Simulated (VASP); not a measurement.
Set up this calculation in VASP 6.6.1, as the native input.

| Quantity | Value |
| --- | --- |
| Task | single point |
| Functional | LDA |
| Potentials or basis | VASP PAW LDA potentials, release 64 (Si, C) |
| Cutoff | 600 eV |
| k mesh | 10 × 10 × 10 |
| Occupations | gaussian, width 0.01 eV |
| Spin | no spin polarisation |
| Dipole correction | no |
| Further INCAR settings | ALGO = Normal; EDIFF = 1e-06; NBANDS = 11 |

The structure of SiC (lda) lies in POSCAR:

```
SiC
1.0
    0.0000000000      2.1644841941      2.1644841941
    2.1644841941      0.0000000000      2.1644841941
    2.1644841941      2.1644841941      0.0000000000
Si C
1 1
Direct
    0.0000000000      0.0000000000      0.0000000000
    0.2500000000      0.2500000000      0.2500000000
```

These files were run (other wordings do the same):

INCAR

```
SYSTEM = SiC
PREC     = Accurate       ! precision mode
ENCUT    = 600            ! plane-wave cutoff, eV
EDIFF    = 1E-6           ! SCF threshold, eV
ISMEAR   = 0              ! smearing method
SIGMA    = 0.01           ! smearing width, eV
LREAL    = .False.        ! projectors in reciprocal space
LASPH    = .True.         ! aspherical terms in the spheres
NELM     = 120            ! most SCF steps
ALGO     = Normal         ! electronic algorithm
ISIF     = 2              ! what is computed and relaxed
LWAVE    = .False.        ! write WAVECAR
LCHARG   = .False.        ! write CHGCAR
GGA      = CA             ! functional
NBANDS   = 11             ! bands
GGA_COMPAT= .False.
```

KPOINTS

```
regular mesh
0
Gamma
  10 10 10
  0 0 0
```

Potentials or basis: VASP PAW LDA potentials, release 64 (Si, C).

Launch:

```sh
$ cat potpaw_LDA.64/Si/POTCAR potpaw_LDA.64/C/POTCAR > POTCAR
$ mpirun -np 1 vasp_std > vasp.out
```

Results of the run:

* Pressure: 0.3 GPa
* Band gap on the k mesh: 1.29 eV, indirect (least direct gap 4.52 eV)

Run time: 18 s on 1 thread of AMD EPYC 7R13 (shared host), peak memory 0.1 GiB.
